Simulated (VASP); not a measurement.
PbS (Galena): single point with PBE

PbS (Galena):

```
Pb S
1.0
     0.00000    2.96575    2.96575
     2.96575    0.00000    2.96575
     2.96575    2.96575    0.00000
Pb S
1 1
Direct
  0.00000 0.00000 0.00000
  0.50000 0.50000 0.50000
```

| Quantity | Value |
| --- | --- |
| Program | VASP 6.6.1 |
| Task | single point |
| Functional | PBE |
| Potentials or basis | VASP PAW PBE potentials, release 64 (Pb_d, S) |
| Cutoff | 520 eV |
| k mesh | 8 × 8 × 8 |
| Occupations | gaussian, width 0.1 eV |
| Spin | no spin polarisation |
| Dipole correction | no |
| Further INCAR settings | ALGO = Normal; EDIFF = 1e-07; NBANDS = 17 |

```
Pressure               : 2.2 GPa
Band gap on the k mesh : 0.36 eV, direct
```

Levels at points of the mesh, in eV from the valence-band top:
```csv
k point,band 7,band 8,band 9,band 10,band 11,band 12,band 13,band 14
"(0.00, 0.00, 0.00)",-6.04,-2.17,-2.17,-2.17,5.21,5.21,5.21,6.73
"(0.50, 0.00, 0.00)",-8.85,-1.78,-1.78,0.00,0.36,1.96,1.96,8.66
"(0.50, 0.50, 0.00)",-7.20,-5.20,-3.44,-3.44,3.86,5.58,5.68,5.68
```

Wall time 8.5 s on 1 thread of Intel(R) Xeon(R) 6975P-C (Granite Rapids), with other jobs on the host, peak memory 0.18 GiB.

Caveat: spin-orbit coupling is left out, which moves the levels of the heavy elements. A k mesh can miss the band edges.
